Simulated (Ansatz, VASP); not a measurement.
One calculation of AlRu, two programs

File INCAR:

```
PREC     = Accurate       # precision mode
ENCUT    = 520            # plane-wave cutoff, eV
EDIFF    = 1E-6           # SCF threshold, eV
ISMEAR   = 0              # smearing method
SIGMA    = 0.15           # smearing width, eV
LREAL    = F              # projectors in reciprocal space
LASPH    = T              # aspherical terms in the spheres
NELM     = 80             # most SCF steps
ALGO     = Fast           # electronic algorithm
ISIF     = 2              # what is computed and relaxed
LWAVE    = F              # write WAVECAR
LCHARG   = F              # write CHGCAR
GGA      = PE             # functional
NBANDS   = 16             # bands
```

File KPOINTS:

```
Automatic mesh
0
Gamma
  20 20 20
```

Contents of POSCAR:

```
AlRu
1.0
    3.0040847246      0.0000000000      0.0000000000
    0.0000000000      3.0040847246      0.0000000000
    0.0000000000      0.0000000000      3.0040847246
Al Ru
1 1
Direct
   -0.1059217967     -0.1059217967      0.0000000000
    0.5000000000      0.5000000000      0.5000000000
```

Input for Ansatz:

```yaml
crystal:
  lattice:
    - [3.0040847246, 0.0, 0.0]
    - [0.0, 3.0040847246, 0.0]
    - [0.0, 0.0, 3.0040847246]
  atoms:
    - { symbol: Al, position: [-0.1059217967, -0.1059217967, 0.0] }
    - { symbol: Ru, position: [0.5, 0.5, 0.5] }
basis:
  ecutwfc: 420
kpoints:
  mp_grid: { grid: [20, 20, 20] }
hamiltonian:
  xc: pbe
scf:
  occupations: { method: gaussian, width: 0.15 }
output:
  forces: true
  stress: true
  eigenvalues: true
```

Alike in both runs: task single point; functional PBE; k mesh 20 × 20 × 20; occupations gaussian, width 0.15 eV; no spin polarisation.

|  | VASP | Ansatz |
| --- | --- | --- |
| version | VASP 6.6.1 | Ansatz 0.2.0 |
| potentials or method | VASP PAW PBE potentials, release 64 (Al, Ru_pv), cutoff 520 eV | scalar-relativistic, plane waves, PAW |
| valence electrons in the cell | 17 | 19 |

```csv
,VASP,Ansatz,Ansatz less VASP
gap on the k mesh at the Fermi level (eV),none,none,-
pressure (GPa),15.6,15.5,-0.05
"traceless stress, the component that is largest in VASP (GPa)",14.55,14.42,-0.130
rms of the force components (eV/Å),2.485,2.468,-0.0168
```

Atom by atom the forces differ by 0.017 eV/Å (rms over components). A gap of «none» marks a metal or a gap that the smearing closes. With one functional, cell and mesh, what is left measures potentials, basis and numerics. VASP's potentials hold 17 valence electrons a cell and Ansatz's 19, so a difference there can come from the potentials and not from the codes.
